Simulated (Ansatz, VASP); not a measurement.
**One calculation of MgZrC, two programs**

```xyz
3
Lattice="3.2730 0.0000 0.0000 0.0000 3.2730 0.0000 0.0000 0.0000 4.5063" Properties=species:S:1:pos:R:3 pbc="T T T"
Mg    1.6365    1.6365    2.2531
Zr    0.0000    0.0000    0.0000
C     1.6365    1.6365    0.0000
```

Change from the starting cell: species swapped into the TmCoC type (Pmmm, No. 47).

Alike in both runs: functional PBE; k mesh 14 × 14 × 10; occupations gaussian, width 0.1 eV; no spin polarisation.

Ansatz relaxed the structure, and its values are those at the end. VASP's run is a single point on that final structure, the one shown.

|  | VASP | Ansatz |
| --- | --- | --- |
| version | VASP 6.6.1 | Ansatz 0.2.0 |
| potentials or method | VASP PAW PBE potentials, release 64 (Mg, Zr_sv, C), cutoff 520 eV | scalar-relativistic, plane waves, PAW |
| valence electrons in the cell | 18 | 26 |

```csv
,VASP,Ansatz,Ansatz less VASP
gap on the k mesh at the Fermi level (eV),none,none,-
pressure (GPa),0.0,0.0,0.00
```

A gap of «none» marks a metal or a gap that the smearing closes. VASP's potentials hold 18 valence electrons a cell and Ansatz's 26, so a difference there can come from the potentials and not from the codes.
